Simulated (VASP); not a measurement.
Ag: elastic constants with PBEsol

The system is Ag.

```xyz
1
Lattice="0.0000 1.9773 1.9773 1.9773 0.0000 1.9773 1.9773 1.9773 0.0000" Properties=species:S:1:pos:R:3 pbc="T T T"
Ag    0.0000    0.0000    0.0000
```

```json
{
  "Program": "VASP 6.6.1",
  "Task": "elastic constants",
  "Functional": "PBEsol",
  "Potentials or basis": "VASP PAW PBE potentials, release 64 (Ag)",
  "Cutoff": "600 eV",
  "k mesh": "20 × 20 × 20",
  "Occupations": "fermi-dirac, width 0.15 eV",
  "Spin": "no spin polarisation",
  "Dipole correction": "no",
  "Ions in elastic constants": "relaxed",
  "Further INCAR settings": "ALGO = Fast; EDIFF = 1e-08; NBANDS = 12; IBRION = 6; POTIM = 0.015; NSW = 1; ISIF = 3"
}
```

```
Elastic constants C11, C12, C44 : 202, 149, 80 GPa
Voigt bulk modulus              : 166 GPa
```

Elastic tensor in Voigt notation (GPa, in the Cartesian axes of the cell as first typed):
```
202 149 149   0   0   0
149 202 149   0   0   0
149 149 202   0   0   0
  0   0   0  80   0   0
  0   0   0   0  80   0
  0   0   0   0   0  80
```

Clamped-ion elastic tensor (GPa):
```
202 149 149   0   0   0
149 202 149   0   0   0
149 149 202   0   0   0
  0   0   0  80   0   0
  0   0   0   0  80   0
  0   0   0   0   0  80
```

It took 23 min on 1 thread of Intel(R) Xeon(R) 6975P-C (Granite Rapids), on a shared host, peak memory 0.88 GiB.

Caveat: the cell is under stress, which shifts elastic constants; the PAW data sets were made with another functional, which shifts forces and pressure a little.
